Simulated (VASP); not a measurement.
Au:

```
Au
1.0
     0.00000    2.03500    2.03500
     2.03500    0.00000    2.03500
     2.03500    2.03500    0.00000
Au
1
Cartesian
  0.0000 0.0000 0.0000
```

```yaml
Program: VASP 6.6.1
Task: relaxation of cell and atoms
Functional: LDA
Potentials_or_basis: VASP PAW LDA potentials, release 64 (Au)
Cutoff: 500 eV
k_mesh: 9 × 9 × 9
Occupations: fermi-dirac, width 0.05 eV
Spin: no spin polarisation
```

At the start: pressure -2.7 GPa; volume 16.85 Å³/atom.

Q: Where does the relaxation end?

A: Over 3 steps the energy falls by 2.0 meV/atom and the volume is 16.62 Å³/atom (-1.4 %); space group Fm-3m (No. 225, to 0.1 Å) before and after.

The path:
```
step  energy change (eV)  largest force (eV/Å)  pressure (GPa)  volume (Å³)
   1              0.0000                0.0000           -2.66        16.85
   2              0.0053                0.0000            5.55        16.18
   3             -0.0020                0.0000           -0.03        16.62
```

Final structure:
```yaml
crystal:
  lattice:
    - [0.00000, 2.02544, 2.02544]
    - [2.02544, 0.00000, 2.02544]
    - [2.02544, 2.02544, 0.00000]
  atoms:
    - { symbol: Au, position: [0.00000, 0.00000, 0.00000] }
```
